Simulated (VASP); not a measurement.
A run of VASP 6.6.1 is set up as follows.

INCAR

```
SYSTEM = As3RuW
PREC = Accurate
ENCUT = 600
EDIFF = 1E-6
ISMEAR = 0
SIGMA = 0.1
LREAL = .FALSE.
LASPH = .TRUE.
NELM = 100
ALGO = Normal
ISIF = 3
LWAVE = .FALSE.
LCHARG = .FALSE.
GGA = PE
IBRION = 2
NSW = 100
EDIFFG = -0.01
```

The input KPOINTS:

```
regular mesh
0
G
  8 8 8
  0 0 0
```

POSCAR

```
As3RuW
1.0
    4.8065878235      0.0000000000      0.0000000000
    0.0000000000      4.8065878235      0.0000000000
    0.0000000000      0.0000000000      4.8065878235
As Ru W
3 1 1
Direct
    0.0000000000      0.5000000000      0.5000000000
    0.5000000000      0.0000000000      0.5000000000
    0.5000000000      0.5000000000      0.0000000000
    0.0000000000      0.0000000000      0.0000000000
    0.5000000000      0.5000000000      0.5000000000
```

Potentials or basis: VASP PAW PBE potentials, release 64 (As, Ru_pv, W_sv).

Command:

```bash
$ cat potpaw_PBE.64/As/POTCAR potpaw_PBE.64/Ru_pv/POTCAR potpaw_PBE.64/W_sv/POTCAR > POTCAR
$ mpirun -np 1 vasp_std > vasp.out
```

(1) Predict the relaxed cell.

(2) Predict the space group after relaxing (to 0.05 Å).

(3) What does it give for the relaxed volume?

## Answers

(1) a = 4.815 Å, b = 4.815 Å, c = 4.815 Å, α = 90.00°, β = 90.00°, γ = 90.00°.

(2) Pm-3m (No. 221).

(3) 22.32 Å³/atom.
